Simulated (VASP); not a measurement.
Wanted: the native input for a VASP 6.6.1 run.

```yaml
Task: single point
Functional: PBEsol
Dispersion: D4
Potentials_or_basis: VASP PAW PBE potentials, release 64 (Hg, Te)
Cutoff: 520 eV
k_mesh: 7 × 7 × 7
Occupations: fermi-dirac, width 0.05 eV
Spin: no spin polarisation
Dipole_correction: no
Further_INCAR_settings: ALGO = Normal; EDIFF = 1e-06; NBANDS = 16
```

The structure of HgTe (Coloradoite) lies in POSCAR:

```
HgTe
1.0
    0.0000000000      3.2309526688      3.2309526688
    3.2309526688      0.0000000000      3.2309526688
    3.2309526688      3.2309526688      0.0000000000
Hg Te
1 1
Direct
    0.0000000000      0.0000000000      0.0000000000
    0.7500000000      0.7500000000      0.7500000000
```

These files were run (other wordings do the same):

INCAR

```
SYSTEM = HgTe
ALGO     = Normal         ! electronic algorithm
EDIFF    = 1E-6           ! SCF threshold, eV
ENCUT    = 520            ! plane-wave cutoff, eV
GGA      = PS             ! functional
ISIF     = 2              ! what is computed and relaxed
ISMEAR   = -1             ! smearing method
IVDW     = 13             ! dispersion correction
LASPH    = .True.         ! aspherical terms in the spheres
LCHARG   = .False.        ! write CHGCAR
LREAL    = .False.        ! projectors in reciprocal space
LWAVE    = .False.        ! write WAVECAR
NBANDS   = 16             ! bands
NELM     = 80             ! most SCF steps
PREC     = Accurate       ! precision mode
SIGMA    = 0.05           ! smearing width, eV
```

KPOINTS

```
k-points
0
Gamma
  7 7 7
  0 0 0
```

Potentials or basis: VASP PAW PBE potentials, release 64 (Hg, Te).

The run is started by

```bash
$ cat potpaw_PBE.64/Hg/POTCAR potpaw_PBE.64/Te/POTCAR > POTCAR
$ mpirun -np 1 vasp_std > vasp.out
```

Results of the run:

```json
{"Pressure": "0.1 GPa", "Band gap on the k mesh": "zero (filled and empty bands touch)", "Dispersion energy per atom": "-0.230 eV"}
```

Caveat: the PAW data sets were made with another functional, which shifts forces and pressure a little; spin-orbit coupling is left out, which moves the levels of the heavy elements; pairwise dispersion overbinds metals, which lowers pressure and volume.

Run time: 32 s on 1 thread of Intel Xeon 8259CL, on a shared host, peak memory 0.21 GiB.
